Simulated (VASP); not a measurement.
# PbS (P6_3/mmc) in VASP: single point with PBE

Aim: the single point of PbS with PBE.

Program: VASP 6.6.1. These are calculated values, not measurements. Logs are shortened: lines on timing, memory, paths and dates and some standing lists are left out, and cuts for length are marked.

**1. The cell of the first run**

Symmetry: P6_3/mmc, No. 194, hexagonal system. Conventional cell: a = 4.913 Å, b = 4.913 Å, c = 5.997 Å, α = 90.00°, β = 90.00°, γ = 120.00°. Pb (site symmetry -6m2) has 5 S at 2.84 to 3.00 Å within 3.7 Å. S (site symmetry -6m2) has 5 Pb at 2.84 to 3.00 Å within 3.7 Å.

**2. Single point, PBE (biaxial xy strain -1.7%)**

INCAR reads:

```
SYSTEM = PbS
PREC = Accurate ; ENCUT = 520
EDIFF = 1E-7 ; ISMEAR = -1
SIGMA = 0.02 ; LREAL = .FALSE.
LASPH = .TRUE. ; NELM = 60
ALGO = Normal ; ISIF = 2
LWAVE = .FALSE. ; LCHARG = .TRUE.
GGA = PE ; LELF = .TRUE.
LVHAR = .TRUE. ; NBANDS = 28
```

KPOINTS reads:

```
Automatic mesh
0
G
  6 6 4
  0 0 0
```

POSCAR reads:

```
PbS
1.0
    4.9126371715      0.0000000000      0.0000000000
   -2.4563185857      4.2544685901      0.0000000000
    0.0000000000      0.0000000000      5.9970707097
Pb S
2 2
Direct
    0.3333333333      0.6666666667      0.2500000000
    0.6666666667      0.3333333333      0.7500000000
    0.6666666667      0.3333333333      0.2500000000
    0.3333333333      0.6666666667      0.7500000000
```

Potentials or basis: VASP PAW PBE potentials, release 64 (Pb_d, S).

Run with:

```console
$ cat potpaw_PBE.64/Pb_d/POTCAR potpaw_PBE.64/S/POTCAR > POTCAR
$ mpirun -np 1 vasp_std > vasp.out
```

OUTCAR:

```text
SYSTEM = PbS
   PREC = Accurate
   ENCUT = 520
   EDIFF = 1E-7
   ISMEAR = -1
   LREAL = .FALSE.
   LASPH = .TRUE.
   NELM = 60
   ISIF = 2
   GGA = PE

 ion  position               nearest neighbor table
   1  0.333  0.667  0.250-   3 2.84   3 2.84   3 2.84   4 3.00   4 3.00   2 4.13   2 4.13   2 4.13
                             2 4.13   2 4.13   2 4.13
   2  0.667  0.333  0.750-   4 2.84   4 2.84   4 2.84   3 3.00   3 3.00   1 4.13   1 4.13   1 4.13
                             1 4.13   1 4.13   1 4.13
   3  0.667  0.333  0.250-   1 2.84   1 2.84   1 2.84   2 3.00   2 3.00
   4  0.333  0.667  0.750-   2 2.84   2 2.84   2 2.84   1 3.00   1 3.00

  LATTYP: Found a hexagonal cell.
 ALAT       =     4.9126371715
 C/A-ratio  =     1.2207436658

  Lattice vectors:

 A1 = (   4.9126371715,   0.0000000000,   0.0000000000)
 A2 = (  -2.4563185857,   4.2544685901,   0.0000000000)
 A3 = (   0.0000000000,   0.0000000000,   5.9970707097)

Analysis of symmetry for initial positions (statically):
=====================================================================
 Subroutine PRICEL returns:
 Original cell was already a primitive cell.

 Routine SETGRP: Setting up the symmetry group for a
 hexagonal supercell.

 Subroutine GETGRP returns: Found 24 space group operations
 (whereof 12 operations were pure point group operations)
 out of a pool of 24 trial point group operations.

The static configuration has the point symmetry D_3d.
 The point group associated with its full space group is D_6h.

Analysis of symmetry for dynamics (positions and initial velocities):
=====================================================================
 Subroutine PRICEL returns:
 Original cell was already a primitive cell.

 Routine SETGRP: Setting up the symmetry group for a
 hexagonal supercell.

 Subroutine GETGRP returns: Found 24 space group operations
 (whereof 12 operations were pure point group operations)
 out of a pool of 24 trial point group operations.

The dynamic configuration has the point symmetry D_3d.
 The point group associated with its full space group is D_6h.

 Subroutine INISYM returns: Found 24 space group operations
 (whereof 12 operations are pure point group operations),
 and found     1 'primitive' translations

----------------------------------------------------------------------------------------

[... 89 lines left out ...]
   LASPH  =      T    aspherical Exc in radial PAW
   ENCUT  =  520.0 eV  38.22 Ry    6.18 a.u.   9.13  9.13 11.15*2*pi/ulx,y,z
   NELM   =     60;   NELMIN=  2; NELMDL= -5     # of ELM steps
   EDIFF  = 0.1E-06   stopping-criterion for ELM
   LREAL  =      F    real-space projection
   EDIFFG = 0.1E-05   stopping-criterion for IOM
   NSW    =      0    number of steps for IOM
   IBRION =     -1    ionic relax: 0-MD 1-quasi-New 2-CG
   NFREE  =      0    steps in history (QN), initial steepest desc. (CG)
   ISIF   =      2    stress and relaxation
   ISYM   =      2    0-nonsym 1-usesym 2-fastsym
   POTIM  = 0.5000    time-step for ionic-motion
   TEBEG  =    0.0;   TEEND  =   0.0 temperature during run
   PSTRESS=    0.0 pullay stress
   NELECT =      40.0000    total number of electrons
   NUPDOWN=      -1.0000    fix difference up-down
   EMIN   =  10.00;   EMAX   =-10.00  energy-range for DOS
   EFERMI =   0.00;   METHOD = LEGACY
   ISMEAR =    -1;   SIGMA  =   0.02  broadening in eV -4-tet -1-fermi 0-gaus
   EFERMI_NEDOS =   21; number of points for ismear=-14 and -15
   IALGO  =     38    algorithm
   IMIX   =      4    mixing-type and parameters
     AMIX     =   0.40;   BMIX     =  1.00
     AMIX_MAG =   1.60;   BMIX_MAG =  1.00
  volume/ion in A,a.u.               =      31.34       211.46
  Fermi-wavevector in a.u.,A,eV,Ry     =   1.118738  2.114108 17.028711  1.251575
  Thomas-Fermi vector in A             =   2.255372
   LORBIT       =      0    0 simple, 1 ext, 2 COOP (PROOUT), +10 PAW based schemes
   GGA     = PE    functional components
   LHFCALC =     F    Hartree Fock is set to
   AEXX    =    0.0000 exact exchange contribution
   IVDW    =     0    specifies the selected vdW correction
   LEPSILON=     F    determine dielectric tensor
   LRPA    =     F    only Hartree local field effects (RPA)
 non-spin polarized calculation
  energy-cutoff  :      520.00
  volume of cell :      125.34
 maximum number of plane-waves:      3405
 NGX is ok and might be reduce to    40
   NGX = 19   NGY = 19   NGZ = 23

 number of electron      40.0000004 magnetization

 Free energy of the ion-electron system (eV)
  ---------------------------------------------------
  ext. energy  EPLUGINS =         0.00000000
  ---------------------------------------------------
  free energy    TOTEN  =       -17.17592130 eV

  energy without entropy =      -17.17592130  energy(sigma->0) =      -17.17592130

 E-fermi :   4.5340     XC(G=0):  -8.5514

 val. band max:        4.0944309805   @ k =   0.3333   0.3333   0.5000
 cond. band min:       5.4301733040   @ k =   0.3333   0.3333   0.5000
 fundamental gap:      1.3357423236
 Fermi energy:         4.5339704077

 k-point     1 :       0.0000    0.0000    0.0000
  band No.  band energies     occupation
      1     -12.7403      2.00000
      2     -12.6260      2.00000
      3     -12.6260      2.00000
      4     -12.6245      2.00000
      5     -12.6245      2.00000
      6     -12.6241      2.00000
[... 640 lines left out ...]
     27      10.9678      0.00000
     28      10.9678      0.00000

------------------------ aborting loop because EDIFF is reached ----------------------------------------

  FORCE on cell =-STRESS in cart. coord.  units (eV):
  Direction    XX          YY          ZZ          XY          YZ          ZX
  --------------------------------------------------------------------------------------
  -------------------------------------------------------------------------------------
  Total        2.2204228      2.2204228      1.0435112      0.0000000      0.0000000     -0.0000000
  in kB       28.3822674     28.3822674     13.3385471      0.0000000      0.0000000     -0.0000000
  external PRESSURE =      23.3676939 kB  Pullay stress =       0.0000000 kB

 VOLUME and BASIS-vectors are now :
 -----------------------------------------------------------------------------
  energy-cutoff  :      520.00
  volume of cell :      125.34
      direct lattice vectors                 reciprocal lattice vectors
     4.912637172  0.000000000  0.000000000     0.203556657  0.117523491  0.000000000
    -2.456318586  4.254468590  0.000000000     0.000000000  0.235046982  0.000000000
     0.000000000  0.000000000  5.997070710     0.000000000  0.000000000  0.166748076

 POSITION                                       TOTAL-FORCE (eV/Angst)
 -----------------------------------------------------------------------------------
     -0.00000      2.83631      1.49927        -0.000000      0.000000      0.000000
      2.45632      1.41816      4.49780         0.000000     -0.000000      0.000000
      2.45632      1.41816      1.49927         0.000000     -0.000000      0.000000
     -0.00000      2.83631      4.49780        -0.000000      0.000000      0.000000
 -----------------------------------------------------------------------------------
    total drift:                               -0.000000      0.000000     -0.000000

  FREE ENERGIE OF THE ION-ELECTRON SYSTEM (eV)
  ---------------------------------------------------
  free  energy   TOTEN  =       -17.1759213029 eV

  energy  without entropy=      -17.1759213029  energy(sigma->0) =      -17.17592130
```

stdout:

```text
POSCAR found type information on POSCAR PbS
 POSCAR found :  2 types and       4 ions
 scaLAPACK will be used
 LDA part: xc-table for (Slater+PW92), standard interpolation
 POSCAR, INCAR and KPOINTS ok, starting setup
 FFT: planning ... GRIDC
 FFT: planning ... GRID_SOFT
 FFT: planning ... GRID
 WAVECAR not read
 entering main loop
```

It took 86 s on 1 thread of Intel Xeon 8259CL, shared host; peak memory 0.29 GiB.

What came out:

* Free energy: -17.1759 eV
* Pressure: 2.3 GPa
* Band gap on the k mesh: 1.34 eV

Stress tensor (GPa, compression positive):
```
2.84 0.00 0.00
0.00 2.84 0.00
0.00 0.00 1.33
```

Levels at points of the mesh, in eV from the valence-band top:
```
           k point  band 17  band 18  band 19  band 20  band 21  band 22  band 23  band 24
(0.00, 0.00, 0.00)    -3.20    -2.06    -2.06    -1.96     1.98     1.98     3.34     3.34
(0.50, 0.00, 0.00)    -2.98    -2.49    -2.16    -0.78     3.10     3.14     4.00     4.59
(0.00, 0.00, 0.50)    -2.63    -2.63    -1.51    -1.51     2.29     2.29     2.29     2.29
(0.50, 0.00, 0.50)    -2.02    -2.02    -0.74    -0.74     1.52     1.52     3.15     3.15
```

Caveat: the cell differs from its parent crystal (biaxial xy strain -1.7%); spin-orbit coupling is left out, which moves the levels of the heavy elements. A k mesh can miss the band edges.
